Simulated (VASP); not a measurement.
# Al2GaP3: single point with PBE

The system is Al2GaP3.

```
Al Ga P
1.0
     3.72776    0.00000    0.00000
    -1.86388    3.22834    0.00000
     0.00000    0.00000    9.13112
Al Ga P
2 1 3
Direct
  0.00000 0.00000 0.00000
  0.33333 0.66667 0.66667
  0.66667 0.33333 0.33333
  0.00000 0.00000 0.75000
  0.33333 0.66667 0.41667
  0.66667 0.33333 0.08333
```

```
Program                : VASP 6.6.1
Task                   : single point
Functional             : PBE
Potentials or basis    : VASP PAW PBE potentials, release 64 (Al, Ga_d, P)
Cutoff                 : 520 eV
k mesh                 : 6 × 6 × 2
Occupations            : gaussian, width 0.1 eV
Spin                   : no spin polarisation
Dipole correction      : no
Further INCAR settings : ALGO = Normal; EDIFF = 1e-07; NBANDS = 26
```

```yaml
Pressure: 13.9 GPa
Largest_force: 0.044 eV/Å
Band_gap_on_the_k_mesh: 1.31 eV, indirect (least direct gap 2.62 eV)
```

Forces in eV/Å, atoms in the order of the input:
```
Al   0.000  0.000  0.044
Al   0.000  0.000 -0.016
Ga   0.000  0.000  0.007
P    0.000  0.000 -0.038
P    0.000  0.000  0.039
P    0.000  0.000 -0.036
```

Stress tensor (GPa, compression positive):
```
13.93  0.00  0.00
 0.00 13.93  0.00
 0.00  0.00 13.79
```

Levels at points of the mesh, in eV from the valence-band top:
| k point | band 13 | band 14 | band 15 | band 16 | band 17 | band 18 | band 19 | band 20 | band 21 | band 22 |
| --- | --- | --- | --- | --- | --- | --- | --- | --- | --- | --- |
| (0.00, 0.00, 0.00) | -0.78 | -0.78 | -0.05 | 0.00 | 0.00 | 2.62 | 3.20 | 3.87 | 4.36 | 4.36 |
| (0.50, 0.00, 0.00) | -2.61 | -2.53 | -2.34 | -1.61 | -1.46 | 1.31 | 2.08 | 3.14 | 3.26 | 5.13 |
| (0.00, 0.00, 0.50) | -1.03 | -0.52 | -0.52 | -0.19 | -0.19 | 2.62 | 3.56 | 3.83 | 4.71 | 4.71 |
| (0.50, 0.00, 0.50) | -3.31 | -2.35 | -2.25 | -1.02 | -1.01 | 1.91 | 2.14 | 2.70 | 3.73 | 3.90 |

It took 90 s on 1 thread of Intel(R) Xeon(R) Platinum 8488C (Sapphire Rapids) (shared host), peak memory 0.22 GiB.

A k mesh can miss the band edges.
